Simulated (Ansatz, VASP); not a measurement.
GaN: VASP beside Ansatz

File INCAR:

```
ALGO = Normal
EDIFF = 1E-7
ENCUT = 520
GGA = PS
ISIF = 2
ISMEAR = -1
LASPH = True
LCHARG = False
LREAL = False
LWAVE = False
NBANDS = 16
NELM = 80
PREC = Accurate
SIGMA = 0.02
```

Contents of KPOINTS:

```
k-points
0
Gamma
  13 13 13
```

POSCAR

```
GaN
1.0
    0.0000000000      1.9925000000      2.0323500000
    1.9925000000      0.0000000000      2.0323500000
    1.9925000000      1.9925000000      0.0000000000
Ga N
1 1
Direct
    0.5000000000      0.5000000000      0.5000000000
    0.0000000000      0.0000000000      0.0000000000
```

Input for Ansatz:

```yaml
crystal:
  lattice:
    - [0.0, 1.9925, 2.03235]
    - [1.9925, 0.0, 2.03235]
    - [1.9925, 1.9925, 0.0]
  atoms:
    - { symbol: Ga, position: [0.5, 0.5, 0.5] }
    - { symbol: "N", position: [0.0, 0.0, 0.0] }
kpoints:
  mp_grid: { grid: [13, 13, 13] }
  band_path:
    path:
      - [0.0, 0.0, 0.0]
      - [0.0, 0.5, 0.5]
      - [0.25, 0.75, 0.5]
      - [0.0, 0.5, 0.0]
      - [0.0, 0.0, 0.0]
      - [0.5, 0.5, 0.0]
      - [0.3701460977, 0.6298539023, 0.0]
      - [-0.3701460977, 0.3701460977, 0.0]
      - [0.0, 0.0, 0.0]
    npoints: 5
scf:
  occupations: { method: fermi_dirac, width: 0.02 }
hamiltonian:
  xc: pbesol
  pseudopotentials: { kind: all_electron, lapw: { basis_error: 0.001 } }
output:
  forces: true
  stress: true
  eigenvalues: true
```

Change from the starting cell: zz strain of +2 %.

Alike in both runs: task single point; functional PBEsol; k mesh 13 × 13 × 13; occupations fermi-dirac, width 0.02 eV; no spin polarisation.

|  | VASP | Ansatz |
| --- | --- | --- |
| version | VASP 6.6.1 | Ansatz 0.2.0 |
| potentials or method | VASP PAW PBE potentials, release 64 (Ga_d, N), cutoff 520 eV | all-electron LAPW, scalar-relativistic |

|  | VASP | Ansatz | Ansatz less VASP |
| --- | --- | --- | --- |
| gap on the k mesh at the Fermi level (eV) | 1.54 | 1.56 | +0.013 |
| pressure (GPa) | 50.7 | 50.0 | -0.62 |
| traceless stress, the component that is largest in VASP (GPa) | -5.90 | -5.99 | -0.093 |

VASP's potentials were made for PBE, not for PBEsol. Both programs put the cell under a high pressure, so it lies far from rest at this level. Ansatz ran all-electron here, and VASP with PAW potentials.
